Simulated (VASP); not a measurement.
# Li33F32 (a cell with a defect) in VASP: single point with PBEsol

Aim: the single point of Li33F32 (a cell with a defect) with PBEsol.

Program: VASP 6.6.1. These are calculated values, not measurements. Logs are shortened: lines on timing, memory, paths and dates and some standing lists are left out, and cuts for length are marked.

## 1. The cell of the first run

The cell holds a defect, 65 atoms: a = 8.015 Å, b = 8.015 Å, c = 8.015 Å, α = 90.00°, β = 90.00°, γ = 90.00°.

## 2. Single point, PBEsol

File INCAR:

```
PREC     = Accurate       # precision mode
ENCUT    = 520            # plane-wave cutoff, eV
EDIFF    = 1E-6           # SCF threshold, eV
ISMEAR   = -1             # smearing method
SIGMA    = 0.05           # smearing width, eV
LREAL    = Auto         
LASPH    = True           # aspherical terms in the spheres
NELM     = 80             # most SCF steps
ALGO     = Normal         # electronic algorithm
ISIF     = 2              # what is computed and relaxed
LWAVE    = False          # write WAVECAR
LCHARG   = True           # write CHGCAR
GGA      = PS             # functional
LELF     = True           # ELF
LVHAR    = True         
NELECT   = 322.0        
ISYM     = 0            
NBANDS   = 200            # bands
```

File KPOINTS:

```
Automatic mesh
0
Gamma
  1 1 1
  0.25 0.25 0.25
```

File POSCAR:

```
Li33F32
1.0
    8.0151850000      0.0000000000      0.0000000000
    0.0000000000      8.0151850000      0.0000000000
    0.0000000000      0.0000000000      8.0151850000
F Li
32 33
Direct
    0.2523290000      0.0022760000      0.0029280000
    0.2504790000      0.9987090000      0.5038680000
    0.2504930000      0.5032160000      0.9993650000
    0.2517460000      0.5019490000      0.5025800000
    0.7515910000      0.0021230000      0.0027790000
    0.7514520000      0.0022450000      0.5020540000
    0.7514450000      0.5013950000      0.0029020000
    0.7549840000      0.5032070000      0.5038530000
    0.0021180000      0.2524850000      0.0029280000
    0.9985550000      0.2506350000      0.5038670000
    0.0019660000      0.7517470000      0.0027790000
    0.0020870000      0.7516100000      0.5020540000
    0.5030600000      0.2506490000      0.9993650000
    0.5017780000      0.2519080000      0.5025710000
    0.5012390000      0.7516010000      0.0029000000
    0.5030500000      0.7551390000      0.5038540000
    0.0021130000      0.0022700000      0.2531410000
    0.0019750000      0.0021320000      0.7524010000
    0.9985660000      0.5032110000      0.2512840000
    0.0020920000      0.5013990000      0.7522630000
    0.5030550000      0.9987220000      0.2512840000
    0.5012440000      0.0022490000      0.7522620000
    0.5017540000      0.5019140000      0.2525850000
    0.5030710000      0.5032270000      0.7557550000
    0.2518450000      0.2520040000      0.2526640000
    0.2504850000      0.2506420000      0.7557510000
    0.2504740000      0.7551030000      0.2512830000
    0.2523210000      0.7516230000      0.7522720000
    0.7549450000      0.2506320000      0.2512840000
    0.7514640000      0.2524780000      0.7522700000
    0.7514490000      0.7516070000      0.2531400000
    0.7515790000      0.7517360000      0.7523820000
    0.0012560000      0.0014120000      0.0020680000
    0.9964870000      0.9966450000      0.5032470000
    0.9965020000      0.5025920000      0.9973050000
    0.9994600000      0.5032960000      0.5039440000
    0.5024370000      0.9966570000      0.9973050000
    0.5031450000      0.9996170000      0.5039510000
    0.5031440000      0.5033010000      0.0002510000
    0.3768360000      0.3770000000      0.3776860000
    0.2504140000      0.2505710000      0.0002560000
    0.2231150000      0.2232650000      0.5311530000
    0.2511150000      0.7572000000      0.9973260000
    0.2503880000      0.7542350000      0.5039510000
    0.7570420000      0.2512720000      0.9973270000
    0.7540760000      0.2505460000      0.5039480000
    0.7523030000      0.7524600000      0.0020630000
    0.7570640000      0.7572200000      0.5032470000
    0.2504090000      0.9996030000      0.2512200000
    0.2511250000      0.9966670000      0.7578620000
    0.2231530000      0.5304890000      0.2239400000
    0.2504010000      0.5033080000      0.7548690000
    0.7570380000      0.9966700000      0.2519350000
    0.7523090000      0.0014120000      0.7531210000
    0.7540760000      0.5032910000      0.2511970000
    0.7570630000      0.5025860000      0.7578680000
    0.9994470000      0.2505640000      0.2512200000
    0.9965100000      0.2512820000      0.7578610000
    0.9965130000      0.7571950000      0.2519350000
    0.0012540000      0.7524640000      0.7531200000
    0.5303290000      0.2233090000      0.2239450000
    0.5031500000      0.2505580000      0.7548680000
    0.5031340000      0.7542320000      0.2511980000
    0.5024280000      0.7572190000      0.7578670000
    0.5304830000      0.5306390000      0.5312250000
```

Potentials or basis: VASP PAW PBE potentials, release 64 (F, Li_sv).

On the command line:

```sh
$ cat potpaw_PBE.64/F/POTCAR potpaw_PBE.64/Li_sv/POTCAR > POTCAR
$ mpirun -np 1 vasp_std > vasp.out
```

OUTCAR:

```text
PREC = Accurate
   ENCUT = 520
   EDIFF = 1E-6
   ISMEAR = -1
   LREAL = Auto
   LASPH = True
   NELM = 80
   ISIF = 2
   GGA = PS
   NELECT = 322.0
   ISYM = 0

 ion  position               nearest neighbor table
   1  0.252  0.002  0.003-  50 1.96  43 1.96  49 1.99  41 1.99  37 2.01  33 2.01
   2  0.250  0.999  0.504-  42 1.83  44 1.96  49 2.03  38 2.03  34 2.04  50 2.04
   3  0.250  0.503  0.999-  51 1.83  52 1.96  41 2.03  39 2.03  43 2.04  35 2.04
   4  0.252  0.502  0.503-  40 1.74  36 2.02  44 2.02  52 2.02
   5  0.752  0.002  0.003-  45 2.00  37 2.00  53 2.00  54 2.00  47 2.00  33 2.00
   6  0.751  0.002  0.502-  48 1.96  34 1.96  46 1.99  38 1.99  53 2.01  54 2.01
   7  0.751  0.501  0.003-  56 1.96  35 1.96  55 1.99  39 1.99  45 2.01  47 2.01
   8  0.755  0.503  0.504-  65 1.83  36 1.96  55 2.03  46 2.03  48 2.04  56 2.04
   9  0.002  0.252  0.003-  58 1.96  45 1.96  57 1.99  41 1.99  35 2.01  33 2.01
  10  0.999  0.251  0.504-  42 1.83  46 1.96  57 2.03  36 2.03  34 2.04  58 2.04
  11  0.002  0.752  0.003-  43 2.00  35 2.00  59 2.00  60 2.00  47 2.00  33 2.00
  12  0.002  0.752  0.502-  48 1.96  34 1.96  44 1.99  36 1.99  59 2.01  60 2.01
  13  0.503  0.251  0.999-  61 1.83  62 1.96  41 2.03  39 2.03  45 2.04  37 2.04
  14  0.502  0.252  0.503-  40 1.73  38 2.02  62 2.02  46 2.02
  15  0.501  0.752  0.003-  64 1.96  37 1.96  63 1.99  39 1.99  43 2.01  47 2.01
  16  0.503  0.755  0.504-  65 1.83  38 1.96  63 2.03  44 2.03  64 2.04  48 2.04
  17  0.002  0.002  0.253-  53 1.96  59 1.96  57 1.99  49 1.99  34 2.01  33 2.01
[... 7 lines left out ...]
  25  0.252  0.252  0.253-  40 1.74  57 2.02  49 2.02  41 2.02
  26  0.250  0.251  0.756-  42 1.83  41 1.96  62 2.03  52 2.03  58 2.04  50 2.04
  27  0.250  0.755  0.251-  51 1.83  49 1.96  63 2.03  44 2.03  43 2.04  59 2.04
  28  0.252  0.752  0.752-  50 1.96  43 1.96  52 1.99  44 1.99  64 2.01  60 2.01
  29  0.755  0.251  0.251-  61 1.83  57 1.96  55 2.03  46 2.03  45 2.04  53 2.04
  30  0.751  0.252  0.752-  58 1.96  45 1.96  62 1.99  46 1.99  56 2.01  54 2.01
  31  0.751  0.752  0.253-  53 1.96  59 1.96  63 1.99  55 1.99  48 2.01  47 2.01
  32  0.752  0.752  0.752-  48 2.00  56 2.00  64 2.00  60 2.00  54 2.00  47 2.00
  33  0.001  0.001  0.002-  11 2.00   5 2.00  18 2.00  17 2.01   9 2.01   1 2.01
  34  0.996  0.997  0.503-   6 1.96  12 1.96  18 2.00  17 2.01  10 2.04   2 2.04  42 2.58
  35  0.997  0.503  0.997-  20 1.96   7 1.96  11 2.00   9 2.01  19 2.04   3 2.04  51 2.58
  36  0.999  0.503  0.504-   8 1.96  12 1.99  20 1.99   4 2.02  19 2.03  10 2.03
  37  0.502  0.997  0.997-  22 1.96  15 1.96   5 2.00   1 2.01  21 2.04  13 2.04  61 2.58
  38  0.503  1.000  0.504-  16 1.96   6 1.99  22 1.99  14 2.02   2 2.03  21 2.03
  39  0.503  0.503  0.000-  24 1.96  15 1.99   7 1.99  23 2.02   3 2.03  13 2.03
  40  0.377  0.377  0.378-  14 1.73   4 1.74  23 1.74  25 1.74  65 2.13  51 2.13  42 2.13  61 2.13

  41  0.250  0.251  0.000-  26 1.96   1 1.99   9 1.99  25 2.02   3 2.03  13 2.03
  42  0.223  0.223  0.531-   2 1.83  10 1.83  26 1.83  40 2.13  34 2.58  50 2.58  58 2.58
  43  0.251  0.757  0.997-  28 1.96   1 1.96  11 2.00  15 2.01  27 2.04   3 2.04  51 2.58
  44  0.250  0.754  0.504-   2 1.96  12 1.99  28 1.99   4 2.02  16 2.03  27 2.03
[... 239 lines left out ...]
   ISMEAR =    -1;   SIGMA  =   0.05  broadening in eV -4-tet -1-fermi 0-gaus
   EFERMI_NEDOS =   21; number of points for ismear=-14 and -15
   IALGO  =     38    algorithm
   IMIX   =      4    mixing-type and parameters
     AMIX     =   0.40;   BMIX     =  1.00
     AMIX_MAG =   1.60;   BMIX_MAG =  1.00
  volume/ion in A,a.u.               =       7.92        53.46
  Fermi-wavevector in a.u.,A,eV,Ry     =   1.399952  2.645526 26.665602  1.959866
  Thomas-Fermi vector in A             =   2.522961
   LORBIT       =      0    0 simple, 1 ext, 2 COOP (PROOUT), +10 PAW based schemes
   GGA     = PS    functional components
   LHFCALC =     F    Hartree Fock is set to
   AEXX    =    0.0000 exact exchange contribution
   IVDW    =     0    specifies the selected vdW correction
   LEPSILON=     F    determine dielectric tensor
   LRPA    =     F    only Hartree local field effects (RPA)
 non-spin polarized calculation
  energy-cutoff  :      520.00
  volume of cell :      514.92
 maximum number of plane-waves:     13823
   NGX = 29   NGY = 29   NGZ = 29

 number of electron     322.0000018 magnetization

 Free energy of the ion-electron system (eV)
  ---------------------------------------------------
  ext. energy  EPLUGINS =         0.00000000
  ---------------------------------------------------
  free energy    TOTEN  =      -320.54313114 eV

  energy without entropy =     -320.54313114  energy(sigma->0) =     -320.54313114

 E-fermi :   0.4044     XC(G=0): -10.2949

 val. band max:       -0.9566511383   @ k =  -0.2500   0.2500   0.2500
 cond. band min:       8.4902883523   @ k =  -0.2500   0.2500   0.2500
 fundamental gap:      9.4469394907
 Fermi energy:         0.4043642275

 k-point     1 :       0.2500    0.2500    0.2500
  band No.  band energies     occupation
      1     -41.6326      2.00000
      2     -41.4227      2.00000
      3     -41.4217      2.00000
      4     -41.4215      2.00000
      5     -41.3648      2.00000
      6     -40.9680      2.00000
[... 693 lines left out ...]
    172      10.4017      0.00000
    173      11.0832      0.00000
 [bands above 173 left out]

------------------------ aborting loop because EDIFF is reached ----------------------------------------

  FORCE on cell =-STRESS in cart. coord.  units (eV):
  Direction    XX          YY          ZZ          XY          YZ          ZX
  --------------------------------------------------------------------------------------
  -------------------------------------------------------------------------------------
  Total       -1.1163759     -1.1177562     -1.1168643      0.0156975      0.0172412      0.0156841
  in kB       -3.4736046     -3.4778995     -3.4751241      0.0488428      0.0536459      0.0488012
  external PRESSURE =      -3.4755427 kB  Pullay stress =       0.0000000 kB

 VOLUME and BASIS-vectors are now :
 -----------------------------------------------------------------------------
  energy-cutoff  :      520.00
  volume of cell :      514.92
      direct lattice vectors                 reciprocal lattice vectors
     8.015185000  0.000000000  0.000000000     0.124763184  0.000000000  0.000000000
     0.000000000  8.015185000  0.000000000     0.000000000  0.124763184  0.000000000
     0.000000000  0.000000000  8.015185000     0.000000000  0.000000000  0.124763184

 POSITION                                       TOTAL-FORCE (eV/Angst)
 -----------------------------------------------------------------------------------
      2.02246      0.01824      0.02347         0.000676      0.001513      0.000514
      2.00764      8.00484      4.03860         0.001493     -0.016645     -0.002142
      2.00775      4.03337      8.01010        -0.000159     -0.003629     -0.016487
      2.01779      4.02321      4.02827        -0.024985      0.023086      0.022925
      6.02414      0.01702      0.02227        -0.001546     -0.000743     -0.000185
      6.02303      0.01799      4.02406        -0.003074     -0.001233     -0.001874
[... 57 lines left out ...]
      4.02705      6.06925      6.07444         0.003039     -0.003614     -0.004602
      4.25192      4.25317      4.25787        -0.021314     -0.020463     -0.017033
 -----------------------------------------------------------------------------------
    total drift:                               -0.021832     -0.010586     -0.011373

  FREE ENERGIE OF THE ION-ELECTRON SYSTEM (eV)
  ---------------------------------------------------
  free  energy   TOTEN  =      -320.5431311420 eV

  energy  without entropy=     -320.5431311420  energy(sigma->0) =     -320.54313114
```

It took 13 min on 1 thread of Intel Xeon Platinum 8488C (Sapphire Rapids), shared host; peak memory 0.6 GiB.

What came out:

```
Free energy   : -320.5431 eV
Largest force : 0.046 eV/Å
```

Forces in eV/Å, atoms in the order of the input:
```
F    0.001  0.002  0.001
F    0.001 -0.017 -0.002
F    0.000 -0.004 -0.016
F   -0.025  0.023  0.023
F   -0.002 -0.001  0.000
F   -0.003 -0.001 -0.002
F   -0.003 -0.002 -0.002
F    0.021  0.001  0.000
F    0.001  0.000  0.001
F   -0.017  0.000 -0.003
F    0.000 -0.001 -0.001
F    0.000 -0.003 -0.002
F   -0.005  0.001 -0.017
F    0.025 -0.025  0.023
F   -0.002 -0.003  0.000
F    0.001  0.019  0.000
F    0.000  0.001  0.000
F    0.000  0.000 -0.003
F   -0.015 -0.003 -0.001
F    0.000 -0.001 -0.004
F   -0.003 -0.015  0.000
F   -0.001  0.001 -0.003
F    0.025  0.024 -0.026
F   -0.001 -0.001  0.018
F   -0.026 -0.026 -0.027
F    0.002  0.003  0.019
F    0.002  0.020  0.003
F   -0.002 -0.003 -0.003
F    0.019  0.003  0.002
F   -0.004 -0.002 -0.003
F   -0.003 -0.002 -0.002
F   -0.002 -0.002 -0.003
Li   0.005  0.004  0.004
Li   0.002  0.002  0.001
Li   0.002 -0.001  0.004
Li   0.004 -0.002 -0.002
Li  -0.001  0.002  0.004
Li  -0.001  0.004 -0.002
Li  -0.002 -0.002  0.005
Li  -0.009 -0.008 -0.011
Li   0.006  0.006  0.007
Li   0.024  0.024 -0.020
Li   0.004 -0.007  0.004
Li   0.004 -0.004 -0.003
Li  -0.007  0.004  0.004
Li  -0.004  0.004 -0.002
Li  -0.002 -0.001  0.001
Li  -0.003 -0.004  0.000
Li   0.006  0.003  0.011
Li   0.003  0.003 -0.005
Li   0.025 -0.021  0.025
Li   0.004 -0.001 -0.005
Li  -0.008  0.004  0.005
Li  -0.001  0.001 -0.001
Li  -0.003 -0.001  0.002
Li  -0.003  0.003 -0.005
Li   0.002  0.006  0.011
Li   0.003  0.004 -0.005
Li   0.004 -0.008  0.005
Li   0.002 -0.001 -0.001
Li  -0.022  0.025  0.025
Li   0.000  0.003 -0.004
Li  -0.001 -0.003  0.003
Li   0.003 -0.004 -0.005
Li  -0.021 -0.020 -0.017
```

Caveat: the cell carries a net charge on a neutralising background, which shifts energy and pressure; the cell is charged against a uniform background, so pressure and absolute levels hang on convention; the cutoff is under 1.25 times the usual one of these potentials, so pressure, stress and relaxed cells hold a basis-set (Pulay) error; the PAW data sets were made with another functional, which shifts forces and pressure a little.
